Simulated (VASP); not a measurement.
**Ba8LiTi8O24 (a cell with a defect): single point with PBE**

The system is Ba8LiTi8O24 (a cell with a defect).

```
CELL_PARAMETERS angstrom
7.94000 0.00000 0.00000
0.00000 7.94000 0.00000
0.00000 0.00000 7.94000
ATOMIC_POSITIONS crystal
Ba 0.00040 0.98204 0.01525
Ba 0.98965 0.01285 0.49827
Ba 0.02380 0.48332 0.01811
Ba 0.95907 0.53349 0.54733
Ba 0.53363 0.99955 0.99932
Ba 0.50661 0.00539 0.49829
Ba 0.48931 0.49394 0.99067
Ba 0.50128 0.50074 0.48791
Ti 0.27737 0.21529 0.19057
Ti 0.25630 0.24870 0.69429
Ti 0.24122 0.73324 0.26986
Ti 0.26083 0.74516 0.75646
Ti 0.74680 0.23767 0.23395
Ti 0.73911 0.28889 0.74378
Ti 0.73092 0.73341 0.25267
Ti 0.75586 0.78261 0.76990
O 0.23612 0.22730 0.98443
O 0.00151 0.20460 0.22792
O 0.29761 0.97827 0.21403
O 0.26649 0.24406 0.46941
O 0.00666 0.21176 0.71938
O 0.29059 0.98647 0.75402
O 0.21952 0.74516 0.97761
O 0.97846 0.72958 0.27443
O 0.25848 0.48033 0.24185
O 0.25611 0.74627 0.49589
O 0.98023 0.79094 0.74997
O 0.21747 0.47917 0.73504
O 0.78467 0.26814 0.99399
O 0.51278 0.23472 0.20091
O 0.73645 0.99608 0.26266
O 0.74883 0.26462 0.47702
O 0.50262 0.26537 0.74239
O 0.73848 0.01102 0.72916
O 0.76684 0.77200 0.00261
O 0.46593 0.71059 0.22751
O 0.73906 0.50503 0.26565
O 0.72307 0.73557 0.49568
O 0.47708 0.70854 0.76409
O 0.74533 0.50673 0.78921
Li 0.10230 0.35121 0.34586
```

| Property | Result |
| --- | --- |
| Program | VASP 6.6.1 |
| Task | single point |
| Functional | PBE |
| Potentials or basis | VASP PAW PBE potentials, release 64 (Ba_sv, Ti_sv, O, Li_sv) |
| Cutoff | 650 eV |
| k mesh | 2 × 2 × 2 |
| Occupations | fermi-dirac, width 0.05 eV |
| Spin | no spin polarisation |
| Dipole correction | no |
| Charge | 1 |
| Further INCAR settings | LREAL = Auto; ALGO = Normal; EDIFF = 1e-06; NBANDS = 188; NELECT = 322.0 |

- Largest force: 3.922 eV/Å

Forces in eV/Å, atoms in the order of the input:
```
Ba   0.862  0.478 -1.247
Ba   0.048 -1.599 -0.866
Ba  -1.377  0.755 -1.241
Ba   1.141  0.028 -1.377
Ba  -1.599 -0.983 -1.884
Ba  -0.242 -0.780 -0.259
Ba  -0.068  0.211  0.464
Ba  -0.936 -0.121  0.196
Ti   0.394 -1.211  3.026
Ti  -2.058 -0.717  3.261
Ti  -0.046  0.366 -1.247
Ti  -1.074  1.890  0.063
Ti   1.621  0.338  0.850
Ti   1.187 -3.635  0.585
Ti   1.324  0.334  0.889
Ti  -0.552 -0.309 -1.270
O    0.582  0.721 -2.529
O    0.396  1.459  0.870
O   -1.923  0.478  1.133
O   -0.419 -0.451 -0.228
O    0.251  2.113  0.736
O   -0.838  0.860 -1.033
O    0.245 -1.006  1.514
O    1.243  0.337 -0.704
O   -1.150 -0.427  0.158
O   -0.655 -0.028 -0.066
O    0.319 -1.561 -0.966
O    0.753  0.281 -0.028
O   -1.576 -1.064 -0.487
O   -0.226  0.893  0.963
O    0.100  0.102 -0.572
O   -0.078  0.235  1.491
O    0.391 -0.089 -0.157
O   -0.608 -0.579  0.843
O   -1.371 -1.078  0.436
O    2.710  1.121  0.255
O    0.360 -1.181 -1.664
O   -0.364  1.222  0.779
O    2.823  0.730 -0.672
O    0.693  0.969 -1.416
Li  -0.286  0.894  1.401
```

Levels at points of the mesh, in eV from the Fermi level:
```csv
k point,band 159,band 160,band 161,band 162,band 163,band 164
"(0.00, 0.00, 0.00)",-1.11,-1.01,-0.93,0.91,1.08,1.19
"(0.50, 0.00, 0.00)",-1.22,-1.08,-0.96,1.05,1.50,1.56
"(0.00, 0.50, 0.00)",-1.18,-1.13,-1.06,1.18,1.38,1.57
"(0.00, 0.00, 0.50)",-1.18,-1.12,-1.01,0.92,1.41,1.61
"(0.50, 0.50, 0.00)",-1.27,-1.19,-1.04,1.46,1.66,1.70
"(0.00, 0.50, 0.50)",-1.26,-1.20,-1.03,1.44,1.62,1.78
"(0.50, 0.00, 0.50)",-1.26,-1.10,-1.01,1.51,1.58,1.71
"(0.50, 0.50, 0.50)",-1.28,-1.20,-1.08,1.59,1.81,1.95
```

Wall time 15 min on 4 MPI ranks on AMD EPYC 7R43 64-Core Processor (Zen 3) (shared host), peak memory 0.62 GiB a rank.

Caveat: the cell carries a net charge on a neutralising background, which shifts energy and pressure; the cell is charged against a uniform background, so pressure and absolute levels hang on convention; spin-orbit coupling is left out, which moves the levels of the heavy elements.
